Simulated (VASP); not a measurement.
Input of a VASP 6.6.1 run:

Contents of INCAR:

```
PREC = Accurate
ENCUT = 520
EDIFF = 1E-7
ISMEAR = -1
SIGMA = 0.05
LREAL = False
LASPH = True
NELM = 80
ALGO = Normal
ISIF = 2
LWAVE = False
LCHARG = False
GGA = PS
NBANDS = 16
```

Contents of KPOINTS:

```
regular mesh
0
Gamma
  9 9 9
```

POSCAR

```
InSb
1.0
    0.0000000000      3.1743180000      3.2391000000
    3.1743180000      0.0000000000      3.2391000000
    3.1743180000      3.1743180000      0.0000000000
In Sb
1 1
Direct
    0.0000000000      0.0000000000      0.0000000000
    0.7500000000      0.7500000000      0.7500000000
```

Potentials or basis: VASP PAW PBE potentials, release 64 (In_d, Sb).

Command:

```sh
$ cat potpaw_PBE.64/In_d/POTCAR potpaw_PBE.64/Sb/POTCAR > POTCAR
$ mpirun -np 1 vasp_std > vasp.out
```

(1) Predict the band gap on the k mesh.

(2) What does it give for the pressure?

## Answers

(1) zero (filled and empty bands touch).

(2) 2.9 GPa.

Caveat: the cell differs from its parent crystal (equal xx and yy strain of -2 %); the PAW data sets were made with another functional, which shifts forces and pressure a little; spin-orbit coupling is left out, which moves the levels of the heavy elements.
